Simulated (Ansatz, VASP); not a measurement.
## CdH2O2: VASP beside Ansatz

```
Cd H O
1.0
     3.77473    0.00000    0.00000
    -1.88736    3.26901    0.00000
     0.00000    0.00000    4.36610
Cd H O
1 2 2
Direct
  0.33333 0.66667 0.98730
  0.00000 0.00000 0.00808
  0.66667 0.33333 0.43189
  0.00000 0.00000 0.78619
  0.66667 0.33333 0.21189
```

Alike in both runs: task single point; functional PBEsol; k mesh 6 × 6 × 4; no spin polarisation.

```csv
,VASP,Ansatz
version,VASP 6.6.1,Ansatz 0.2.0
potentials or method,"VASP PAW PBE potentials, release 64 (Cd_sv_GW, H, O), cutoff 600 eV","plane waves, PAW"
occupations,"gaussian, width 0.01 eV",fixed
valence electrons in the cell,34,34
```

VASP gave:

- pressure (GPa): -0.2
- traceless stress, the component that is largest in VASP (GPa): 4.33

Task: What did Ansatz give for the same quantities?

Result: Pressure (GPa): 0.0; traceless stress, the component that is largest in VASP (GPa): 3.76.

VASP's potentials were made for PBE, not for PBEsol.
